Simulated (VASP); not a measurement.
**ScAs3: relaxation of cell and atoms with PBE**

The system is ScAs3.

```
Sc As
1.0
     4.30031    0.00000    0.00000
     0.00000    4.30031    0.00000
     0.00000    0.00000    4.30031
Sc As
1 3
Direct
  0.00000 0.00000 0.00000
  0.00000 0.50000 0.50000
  0.50000 0.00000 0.50000
  0.50000 0.50000 0.00000
```

```json
{
  "Program": "VASP 6.6.1",
  "Task": "relaxation of cell and atoms",
  "Functional": "PBE",
  "Potentials or basis": "VASP PAW PBE potentials, release 64 (Sc_sv, As)",
  "Cutoff": "500 eV",
  "k mesh": "4 × 4 × 4",
  "Occupations": "methfessel-paxton, width 0.001 eV",
  "Spin": "no spin polarisation",
  "Dipole correction": "no",
  "Further INCAR settings": "ALGO = Normal; EDIFF = 1e-07; IBRION = 2; EDIFFG = -0.01; NSW = 60; ISIF = 3"
}
```

```yaml
Relaxed_volume: 19.17 Å³/atom
Relaxed_cell: a = 4.248 Å, b = 4.248 Å, c = 4.248 Å, α = 90.00°, β = 90.00°, γ = 90.00°
Space_group_after_relaxing_to_0.1_Å: Pm-3m (No. 221)
Energy_gained_by_relaxing: 6.6 meV/atom
Ionic_steps: 3
Pressure_after_relaxing: 0.0 GPa
Band_gap_on_the_k_mesh: zero (bands 13 and 14 overlap by 2.93 eV)
```

The path:
```tsv
step	energy change (eV)	largest force (eV/Å)	pressure (GPa)	volume (Å³)
1	0.0000	0.0000	-2.87	79.52
2	-0.0214	0.0000	1.37	75.50
3	-0.0263	0.0000	0.01	76.68
```

Final structure:
```
Sc As
1.0
     4.24833    0.00000    0.00000
     0.00000    4.24833    0.00000
     0.00000    0.00000    4.24833
Sc As
1 3
Direct
  0.00000 0.00000 0.00000
  0.00000 0.50000 0.50000
  0.50000 0.00000 0.50000
  0.50000 0.50000 0.00000
```

Levels at points of the mesh, in eV from the Fermi level:
```tsv
k point	band 11	band 12	band 13	band 14	band 15	band 16
(0.00, 0.00, 0.00)	0.35	0.35	0.35	0.64	0.64	0.64
(0.50, 0.00, 0.00)	-2.02	-1.93	-1.93	-0.82	0.82	1.28
(0.50, 0.50, 0.00)	-2.68	-1.63	-1.41	-1.41	0.97	1.17
(0.50, 0.50, 0.50)	-5.41	0.55	1.52	1.52	1.80	1.80
```

Run time: 65 s on 1 thread of AMD EPYC 7R43 64-Core Processor (Zen 3) (shared host), peak memory 0.14 GiB.

Caveat: the k points lie up to 0.37 Å⁻¹ apart in the final cell, too coarse for converged energies and pressures of a metal.
